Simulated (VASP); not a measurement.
Write the native input for VASP 6.6.1 that does the following.

```
Task                   : single point
Functional             : LDA
Potentials or basis    : VASP PAW LDA potentials, release 64 (Si)
Cutoff                 : 520 eV
k mesh                 : 26 × 26 × 26
Occupations            : gaussian, width 0.15 eV
Spin                   : no spin polarisation
Dipole correction      : no
Further INCAR settings : ALGO = Normal; EDIFF = 1e-06; NBANDS = 11
```

The structure of Si lies in POSCAR:

```
Si
1.0
   -2.3824154513      2.3824154513      1.3052992358
    2.3824154513     -2.3824154513      1.3052992358
    2.3824154513      2.3824154513     -1.3052992358
Si
2
Direct
    0.2544520370      0.7544520370      0.5089040740
    0.4955479630      0.4955479630     -0.0089040740
```

This cell differs from its parent crystal: atoms displaced along a vibrational mode.

These files were run (other wordings do the same):

INCAR

```
SYSTEM = Si
PREC = Accurate
ENCUT = 520
EDIFF = 1E-6
ISMEAR = 0
SIGMA = 0.15
LREAL = .FALSE.
LASPH = .TRUE.
NELM = 60
ALGO = Normal
ISIF = 2
LWAVE = .FALSE.
LCHARG = .FALSE.
NBANDS = 11
```

KPOINTS

```
Automatic mesh
0
G
  26 26 26
  0 0 0
```

Potentials or basis: VASP PAW LDA potentials, release 64 (Si).

Command:

```console
$ cat potpaw_LDA.64/Si/POTCAR > POTCAR
$ mpirun -np 1 vasp_std > vasp.out
```

It gave:

```
Pressure               : 0.2 GPa
Largest force          : 0.342 eV/Å
Band gap on the k mesh : zero (bands 4 and 5 overlap by 6.64 eV)
```

Caveat: the cell differs from its parent crystal (atoms displaced along a vibrational mode).

It took 28 min on 1 thread of Intel Xeon 8259CL (shared host), peak memory 1.1 GiB.
